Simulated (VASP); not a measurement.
Set up this calculation in VASP 6.6.1, as the native input.

```
Task                   : single point
Functional             : LDA
Potentials or basis    : VASP PAW LDA potentials, release 64 (Ge_d)
Cutoff                 : 520 eV
k mesh                 : 16 × 16 × 16
Occupations            : gaussian, width 0.15 eV
Spin                   : no spin polarisation
Dipole correction      : no
Further INCAR settings : ALGO = Normal; EDIFF = 1e-06; NBANDS = 21
```

The structure of Ge lies in POSCAR:

```
Ge
1.0
    0.0000000000      2.9326445848      2.4446525259
    2.9326445848      0.0000000000      2.4446525259
    2.9326445848      2.9326445848      0.0000000000
Ge
2
Direct
    0.5000000000      0.5000000000      0.5000000000
    0.7500000000      0.7500000000      0.7500000000
```

This cell differs from its parent crystal: volume 21.025 Å^3 an atom, c/a of the conventional cell 0.8336.

One way to write it, as run:

INCAR

```
PREC = Accurate
ENCUT = 520
EDIFF = 1E-6
ISMEAR = 0
SIGMA = 0.15
LREAL = False
LASPH = True
NELM = 80
ALGO = Normal
ISIF = 2
LWAVE = False
LCHARG = True
LELF = True
LVHAR = True
NBANDS = 21
```

KPOINTS

```
Automatic mesh
0
Gamma
  16 16 16
```

Potentials or basis: VASP PAW LDA potentials, release 64 (Ge_d).

Command:

```console
$ cat potpaw_LDA.64/Ge_d/POTCAR > POTCAR
$ mpirun -np 1 vasp_std > vasp.out
```

Results of the run:

| Property | Result |
| --- | --- |
| Pressure | 3.9 GPa |
| Band gap on the k mesh | zero (band 14 reaches 5.91 eV, above the bottom of band 15 at 4.72 eV) |

Run time: 88 s on 1 thread of Intel(R) Xeon(R) 6975P-C (Granite Rapids), on a shared host, peak memory 0.33 GiB.
